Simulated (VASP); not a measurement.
# In2O3 (R-3c) in VASP: a series of runs

Runs on In2O3. Level: PBE. Tasks: single point.

Everything below comes from runs of VASP 6.6.1. Logs are shortened: lines on timing, memory, paths and dates and some standing lists are left out, and cuts for length are marked.

### Step 1. The cell of the first run

The structure is trigonal, space group R-3c (No. 167). The conventional cell has a = 5.563 Å, b = 5.563 Å, c = 14.412 Å, α = 90.00°, β = 90.00°, γ = 120.00°. In (site symmetry 3) has 6 O at 2.14 to 2.27 Å within 2.8 Å. Within 3.2 Å of O (site symmetry 2) lie 4 In at 2.14 to 2.27 Å and 8 O at 2.86 to 3.10 Å.

### Step 2. Single point, PBE (epitaxial xy strain +1.0%)

INCAR

```
PREC = Accurate ; ENCUT = 520
EDIFF = 1E-6 ; ISMEAR = -1
SIGMA = 0.02 ; LREAL = False
LASPH = True ; NELM = 80
ALGO = Normal ; ISIF = 2
LWAVE = False ; LCHARG = True
GGA = PE ; LELF = True
LVHAR = True ; NBANDS = 55
```

KPOINTS

```
regular mesh
0
Gamma
  6 6 6
```

POSCAR

```
In2O3
1.0
    2.7814436969      1.6058672672      4.8040248853
   -2.7814436969      1.6058672672      4.8040248853
    0.0000000000     -3.2117345343      4.8040248853
In O
4 6
Direct
    0.6421452413      0.6421452413      0.6421452413
    0.8578547587      0.8578547587      0.8578547587
    0.3578547587      0.3578547587      0.3578547587
    0.1421452413      0.1421452413      0.1421452413
    0.0464681909      0.7500000000      0.4535318091
    0.7500000000      0.4535318091      0.0464681909
    0.4535318091      0.0464681909      0.7500000000
    0.9535318091      0.2500000000      0.5464681909
    0.5464681909      0.9535318091      0.2500000000
    0.2500000000      0.5464681909      0.9535318091
```

Potentials or basis: VASP PAW PBE potentials, release 64 (In_d, O).

Command:

```sh
cat potpaw_PBE.64/In_d/POTCAR potpaw_PBE.64/O/POTCAR > POTCAR
mpirun -np 1 vasp_std > vasp.out
```

OUTCAR:

```text
PREC = Accurate
   ENCUT = 520
   EDIFF = 1E-6
   ISMEAR = -1
   LREAL = False
   LASPH = True
   NELM = 80
   ISIF = 2
   GGA = PE

 ion  position               nearest neighbor table
   1  0.642  0.642  0.642-   8 2.14   9 2.14  10 2.14   7 2.27   6 2.27   5 2.27   2 3.11   3 3.29
                             3 3.29   3 3.29   2 3.63   2 3.63   2 3.63   4 4.01   4 4.01   4 4.01
   2  0.858  0.858  0.858-  10 2.14   9 2.14   8 2.14   7 2.27   5 2.27   6 2.27   1 3.11   4 3.29
                             4 3.29   4 3.29   1 3.63   1 3.63   1 3.63   3 4.01   3 4.01   3 4.01
   3  0.358  0.358  0.358-   5 2.14   7 2.14   6 2.14   9 2.27  10 2.27   8 2.27   4 3.11   1 3.29
                             1 3.29   1 3.29   4 3.63   4 3.63   4 3.63   2 4.01   2 4.01   2 4.01
   4  0.142  0.142  0.142-   6 2.14   7 2.14   5 2.14   9 2.27   8 2.27  10 2.27   3 3.11   2 3.29
                             2 3.29   2 3.29   3 3.63   3 3.63   3 3.63   1 4.01   1 4.01   1 4.01
   5  0.046  0.750  0.454-   3 2.14   4 2.14   2 2.27   1 2.27
   6  0.750  0.454  0.046-   4 2.14   3 2.14   1 2.27   2 2.27
   7  0.454  0.046  0.750-   3 2.14   4 2.14   1 2.27   2 2.27
   8  0.954  0.250  0.546-   1 2.14   2 2.14   4 2.27   3 2.27
   9  0.546  0.954  0.250-   1 2.14   2 2.14   3 2.27   4 2.27
  10  0.250  0.546  0.954-   2 2.14   1 2.14   3 2.27   4 2.27

  LATTYP: Found a trigonal (rhomboedric) cell.
 ALAT       =     5.7787450037
 COS(alpha) =     0.5366560676

  Lattice vectors:

 A1 = (   2.7814436969,   1.6058672672,   4.8040248853)
 A2 = (  -2.7814436969,   1.6058672672,   4.8040248853)
 A3 = (   0.0000000000,  -3.2117345343,   4.8040248853)

Analysis of symmetry for initial positions (statically):
=====================================================================
 Subroutine PRICEL returns:
 Original cell was already a primitive cell.

 Routine SETGRP: Setting up the symmetry group for a
 trigonal (rhombohedral) supercell.

 Subroutine GETGRP returns: Found 12 space group operations
 (whereof  6 operations were pure point group operations)
 out of a pool of 12 trial point group operations.

The static configuration has the point symmetry S_6 .
 The point group associated with its full space group is D_3d.

Analysis of symmetry for dynamics (positions and initial velocities):
=====================================================================
 Subroutine PRICEL returns:
 Original cell was already a primitive cell.

 Routine SETGRP: Setting up the symmetry group for a
 trigonal (rhombohedral) supercell.

 Subroutine GETGRP returns: Found 12 space group operations
 (whereof  6 operations were pure point group operations)
 out of a pool of 12 trial point group operations.

The dynamic configuration has the point symmetry S_6 .
 The point group associated with its full space group is D_3d.

 Subroutine INISYM returns: Found 12 space group operations
 (whereof  6 operations are pure point group operations),
 and found     1 'primitive' translations

----------------------------------------------------------------------------------------

                                     Primitive cell

  volume of cell :     128.7468

  direct lattice vectors                    reciprocal lattice vectors
     2.781443697  1.605867267  4.804024885     0.179762762  0.103786079  0.069386263
    -2.781443697  1.605867267  4.804024885    -0.179762762  0.103786079  0.069386263
     0.000000000 -3.211734534  4.804024885     0.000000000 -0.207572158  0.069386263

  length of vectors
     5.778745004  5.778745004  5.778745004     0.218862180  0.218862180  0.218862180

  position of ions in fractional coordinates (direct lattice)
     0.642145241  0.642145241  0.642145241
     0.857854759  0.857854759  0.857854759
     0.357854759  0.357854759  0.357854759
     0.142145241  0.142145241  0.142145241
     0.046468191  0.750000000  0.453531809
     0.750000000  0.453531809  0.046468191
     0.453531809  0.046468191  0.750000000
     0.953531809  0.250000000  0.546468191
     0.546468191  0.953531809  0.250000000
     0.250000000  0.546468191  0.953531809

  ion indices of the primitive-cell ions
   primitive index   ion index
                 1           1
                 2           2
                 3           3
                 4           4
                 5           5
                 6           6
                 7           7
                 8           8
                 9           9
                10          10

----------------------------------------------------------------------------------------

 KPOINTS: regular mesh

Automatic generation of k-mesh.
 Grid dimensions read from file:
 generate k-points for:    6    6    6

 Generating k-lattice:

  Cartesian coordinates                     Fractional coordinates (reciprocal lattice)
     0.029960460  0.017297680  0.011564377     0.166666667  0.000000000  0.000000000
    -0.029960460  0.017297680  0.011564377     0.000000000  0.166666667  0.000000000
     0.000000000 -0.034595360  0.011564377     0.000000000  0.000000000  0.166666667

  Length of vectors
     0.036477030  0.036477030  0.036477030

  Shift w.r.t. Gamma in fractional coordinates (k-lattice)
     0.000000000  0.000000000  0.000000000

 Subroutine IBZKPT returns following result:
 ===========================================

 Found     32 irreducible k-points:

 Following reciprocal coordinates:
            Coordinates               Weight
  0.000000  0.000000  0.000000      1.000000
  0.166667  0.000000  0.000000      6.000000
  0.333333  0.000000  0.000000      6.000000
  0.500000  0.000000  0.000000      3.000000
  0.166667  0.166667  0.000000      6.000000
  0.333333  0.166667  0.000000     12.000000
[... 16 lines left out ...]
  0.500000  0.500000  0.166667      6.000000
 -0.333333  0.500000  0.166667     12.000000
 [... further k-points ...]
   k-points           NKPTS =     32   k-points in BZ     NKDIM =     32   number of bands    NBANDS=     55
   number of dos      NEDOS =    301   number of ions     NIONS =     10
   total plane-waves  NPLWV = 110592
   dimension x,y,z NGX =    48 NGY =   48 NGZ =   48
   dimension x,y,z NGXF=    96 NGYF=   96 NGZF=   96
   ions per type =               4   6
   NGX,Y,Z   is equivalent  to a cutoff of  13.81, 13.81, 13.81 a.u.
   NGXF,Y,Z  is equivalent  to a cutoff of  27.62, 27.62, 27.62 a.u.
 SYSTEM =  unknown system
   PREC   = accura    normal or accurate (medium, high low for compatibility)
   ISTART =      0    job   : 0-new  1-cont  2-samecut
   ICHARG =      2    charge: 1-file 2-atom 10-const
   ISPIN  =      1    spin polarized calculation?
   LNONCOLLINEAR =      F non collinear calculations
   LSORBIT =      F    spin-orbit coupling
   LASPH  =      T    aspherical Exc in radial PAW
   ENCUT  =  520.0 eV  38.22 Ry    6.18 a.u.  10.74 10.74 10.74*2*pi/ulx,y,z
   NELM   =     80;   NELMIN=  2; NELMDL= -5     # of ELM steps
   EDIFF  = 0.1E-05   stopping-criterion for ELM
   LREAL  =      F    real-space projection
   EDIFFG = 0.1E-04   stopping-criterion for IOM
   NSW    =      0    number of steps for IOM
   IBRION =     -1    ionic relax: 0-MD 1-quasi-New 2-CG
   NFREE  =      0    steps in history (QN), initial steepest desc. (CG)
   ISIF   =      2    stress and relaxation
   ISYM   =      2    0-nonsym 1-usesym 2-fastsym
   POTIM  = 0.5000    time-step for ionic-motion
   TEBEG  =    0.0;   TEEND  =   0.0 temperature during run
   PSTRESS=    0.0 pullay stress
   NELECT =      88.0000    total number of electrons
   NUPDOWN=      -1.0000    fix difference up-down
   EMIN   =  10.00;   EMAX   =-10.00  energy-range for DOS
   EFERMI =   0.00;   METHOD = LEGACY
   ISMEAR =    -1;   SIGMA  =   0.02  broadening in eV -4-tet -1-fermi 0-gaus
   EFERMI_NEDOS =   21; number of points for ismear=-14 and -15
   IALGO  =     38    algorithm
   IMIX   =      4    mixing-type and parameters
     AMIX     =   0.40;   BMIX     =  1.00
     AMIX_MAG =   1.60;   BMIX_MAG =  1.00
  volume/ion in A,a.u.               =      12.87        86.88
  Fermi-wavevector in a.u.,A,eV,Ry     =   1.442083  2.725142 28.294721  2.079603
  Thomas-Fermi vector in A             =   2.560643
   LORBIT       =      0    0 simple, 1 ext, 2 COOP (PROOUT), +10 PAW based schemes
   GGA     = PE    functional components
   LHFCALC =     F    Hartree Fock is set to
   AEXX    =    0.0000 exact exchange contribution
   IVDW    =     0    specifies the selected vdW correction
   LEPSILON=     F    determine dielectric tensor
   LRPA    =     F    only Hartree local field effects (RPA)
 non-spin polarized calculation
  energy-cutoff  :      520.00
  volume of cell :      128.75
 maximum number of plane-waves:      3490
 NGX is ok and might be reduce to    48
   NGX = 21   NGY = 21   NGZ = 21

 number of electron      88.0000008 magnetization

 Free energy of the ion-electron system (eV)
  ---------------------------------------------------
  ext. energy  EPLUGINS =         0.00000000
  ---------------------------------------------------
  free energy    TOTEN  =       -55.40367150 eV

  energy without entropy =      -55.40367150  energy(sigma->0) =      -55.40367150

 E-fermi :   5.8518     XC(G=0): -11.1313

 val. band max:        5.4041786743   @ k =   0.3333   0.0000   0.0000
 cond. band min:       6.5118333128   @ k =   0.0000   0.0000   0.0000
 fundamental gap:      1.1076546385
 Fermi energy:         5.8518324940

 k-point     1 :       0.0000    0.0000    0.0000
  band No.  band energies     occupation
      1     -12.1175      2.00000
      2     -11.2597      2.00000
      3     -11.2597      2.00000
      4     -11.0630      2.00000
      5     -11.0630      2.00000
      6     -10.9364      2.00000
[... 47 lines left out ...]
     54      15.1903      0.00000
     55      15.8149      0.00000

 k-point     2 :       0.1667    0.0000    0.0000
  band No.  band energies     occupation
      1     -12.0435      2.00000
      2     -11.2514      2.00000
      3     -11.2440      2.00000
      4     -11.1236      2.00000
      5     -11.0780      2.00000
      6     -10.9696      2.00000
[... 47 lines left out ...]
     54      15.7330      0.00000
     55      15.9225      0.00000

 k-point     3 :       0.3333    0.0000    0.0000
  band No.  band energies     occupation
      1     -11.8423      2.00000
      2     -11.3095      2.00000
      3     -11.2200      2.00000
      4     -11.1983      2.00000
      5     -11.1185      2.00000
      6     -11.0420      2.00000
[... 1152 lines left out ...]
 k-point    23 :       0.5000    0.5000    0.1667
  band No.  band energies     occupation
      1     -11.6862      2.00000
      2     -11.4313      2.00000
      3     -11.2617      2.00000
      4     -11.1608      2.00000
      5     -11.1470      2.00000
      6     -11.0057      2.00000
[... 47 lines left out ...]
     54      16.1434      0.00000
     55      16.7295      0.00000

 k-point    24 :      -0.3333    0.5000    0.1667
  band No.  band energies     occupation
      1     -11.6180      2.00000
      2     -11.4770      2.00000
      3     -11.2718      2.00000
      4     -11.2025      2.00000
      5     -11.1010      2.00000
      6     -11.0127      2.00000
[... 47 lines left out ...]
     54      15.8631      0.00000
     55      16.4903      0.00000

 [... further k-points ...]

------------------------ aborting loop because EDIFF is reached ----------------------------------------

  FORCE on cell =-STRESS in cart. coord.  units (eV):
  Direction    XX          YY          ZZ          XY          YZ          ZX
  --------------------------------------------------------------------------------------
  -------------------------------------------------------------------------------------
  Total        3.1350480      3.1350480      4.8996813      0.0000000      0.0000000      0.0000000
  in kB       39.0138099     39.0138099     60.9736224      0.0000000      0.0000000      0.0000000
  external PRESSURE =      46.3337474 kB  Pullay stress =       0.0000000 kB

 VOLUME and BASIS-vectors are now :
 -----------------------------------------------------------------------------
  energy-cutoff  :      520.00
  volume of cell :      128.75
      direct lattice vectors                 reciprocal lattice vectors
     2.781443697  1.605867267  4.804024885     0.179762762  0.103786079  0.069386263
    -2.781443697  1.605867267  4.804024885    -0.179762762  0.103786079  0.069386263
     0.000000000 -3.211734534  4.804024885     0.000000000 -0.207572158  0.069386263

 POSITION                                       TOTAL-FORCE (eV/Angst)
 -----------------------------------------------------------------------------------
      0.00000      0.00000      9.25465         0.000000     -0.000000     -0.100588
      0.00000      0.00000     12.36347         0.000000      0.000000      0.100588
      0.00000      0.00000      5.15743         0.000000      0.000000      0.100588
      0.00000      0.00000      2.04861         0.000000     -0.000000     -0.100588
     -1.95683     -0.17760      6.00503        -0.002012     -0.003485      0.000000
      0.82461      1.78347      6.00503        -0.002012      0.003485      0.000000
      1.13222     -1.60587      6.00503         0.004024      0.000000      0.000000
      1.95683      0.17760      8.40704         0.002012      0.003485      0.000000
     -1.13222      1.60587      8.40704        -0.004024      0.000000      0.000000
     -0.82461     -1.78347      8.40704         0.002012     -0.003485      0.000000
 -----------------------------------------------------------------------------------
    total drift:                               -0.000000      0.000000     -0.000000

  FREE ENERGIE OF THE ION-ELECTRON SYSTEM (eV)
  ---------------------------------------------------
  free  energy   TOTEN  =       -55.4036714959 eV

  energy  without entropy=      -55.4036714959  energy(sigma->0) =      -55.40367150
```

Wall time 3 min (1 thread of Intel Xeon Platinum 8559C (Emerald Rapids), shared host); peak memory 0.39 GiB.

Results:

- Free energy: -55.4037 eV
- Pressure: 4.6 GPa
- Largest force: 0.101 eV/Å
- Band gap on the k mesh: 1.11 eV (least direct gap 1.21 eV)

Forces on the atoms (eV/Å):
```
In   0.000  0.000 -0.101
In   0.000  0.000  0.101
In   0.000  0.000  0.101
In   0.000  0.000 -0.101
O   -0.002 -0.003  0.000
O   -0.002  0.003  0.000
O    0.004  0.000  0.000
O    0.002  0.003  0.000
O   -0.004  0.000  0.000
O    0.002 -0.003  0.000
```

Levels at points of the mesh, in eV from the valence-band top:
```tsv
k point	band 40	band 41	band 42	band 43	band 44	band 45	band 46	band 47	band 48	band 49
(0.00, 0.00, 0.00)	-0.36	-0.26	-0.26	-0.10	-0.10	1.11	5.39	6.09	6.98	9.03
(0.50, 0.00, 0.00)	-0.91	-0.70	-0.70	-0.06	-0.06	4.79	4.79	5.72	5.72	8.25
(0.50, 0.50, 0.00)	-0.86	-0.57	-0.33	-0.09	-0.05	5.03	5.31	6.27	6.28	7.26
(0.50, 0.50, 0.50)	-1.07	-0.23	-0.23	-0.23	-0.23	4.26	4.26	6.94	6.94	8.15
```

Caveat: the cell differs from its parent crystal (epitaxial xy strain +1.0%); the cell stands under pressure; spin-orbit coupling is left out, which moves the levels of the heavy elements. A k mesh can miss the band edges.

(Part 1 of 2 ends here.)
